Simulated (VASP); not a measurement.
Runs of VASP 6.6.1 on NaCl. The structure is that of space group I4/mmm (No. 139), or close to it. The cells are those of the table. 

```csv
cell,gap on the mesh (eV),pressure (GPa)
"a = 3.925, b = 3.925, c = 4.005 Å, angles 59.3, 59.3, 61.3°, 2 atoms",5.21,1.7
"a = 4.086, b = 4.086, c = 4.165 Å, angles 59.4, 59.4, 61.3°, 2 atoms",4.77,-1.2
"a = 4.008, b = 4.008, c = 3.845 Å, angles 61.3, 61.3, 57.3°, 2 atoms",5.21,(a)
"a = 4.246, b = 4.246, c = 4.325 Å, angles 59.4, 59.4, 61.2°, 2 atoms",(b),-2.8
"a = 4.168, b = 4.168, c = 4.325 Å, angles 58.7, 58.7, 62.5°, 2 atoms",4.52,-2.2
"a = 3.765, b = 3.765, c = 3.845 Å, angles 59.3, 59.3, 61.4°, 2 atoms",5.75,(c)
"a = 4.168, b = 4.168, c = 4.005 Å, angles 61.3, 61.3, 57.4°, 2 atoms",4.76,-1.0
"a = 3.932, b = 3.932, c = 3.684 Å, angles 62.1, 62.1, 55.9°, 2 atoms",5.58,6.1
```

Alike in all rows: task single point; level PBE; potentials or basis VASP PAW PBE potentials, release 64 (Na_pv, Cl); no spin polarisation; k mesh 8 × 8 × 8; cutoff (eV) 520; smearing gaussian 0.05 eV.

Task: Fill in the values left out.

Result: (a) 2.0; (b) 4.41; (c) 6.8.

Caveats: the cell stands under pressure (at least some runs).

A k mesh can miss the band edges.
